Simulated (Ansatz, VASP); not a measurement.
# One calculation of GaP, two programs

```
CELL_PARAMETERS angstrom
0.00000 2.50723 2.94327
2.50723 0.00000 2.94327
2.50723 2.50723 0.00000
ATOMIC_POSITIONS crystal
Ga 0.00000 0.00000 0.00000
P 0.75000 0.75000 0.75000
```

Change from the starting cell: strain -0.080 along x and y, +0.080 along z, atoms carried along.

Alike in both runs: task single point; functional r2SCAN; k mesh 8 × 8 × 8; occupations gaussian, width 0.05 eV; no spin polarisation.

|  | VASP | Ansatz |
| --- | --- | --- |
| version | VASP 6.6.1 | Ansatz 0.2.0 |
| potentials or method | VASP PAW PBE potentials, release 64 (Ga_d, P), cutoff 520 eV | scalar-relativistic, plane waves, PAW |
| valence electrons in the cell | 18 | 18 |

```tsv
	VASP	Ansatz	Ansatz less VASP
gap on the k mesh at the Fermi level (eV)	0.88	0.88	-0.005
least direct gap on the mesh (eV)	2.01	2.02	+0.004
pressure (GPa)	8.9	8.9	+0.04
traceless stress, the component that is largest in VASP (GPa)	-11.83	-11.80	+0.030
```

VASP's potentials were made for PBE, not for r2SCAN.
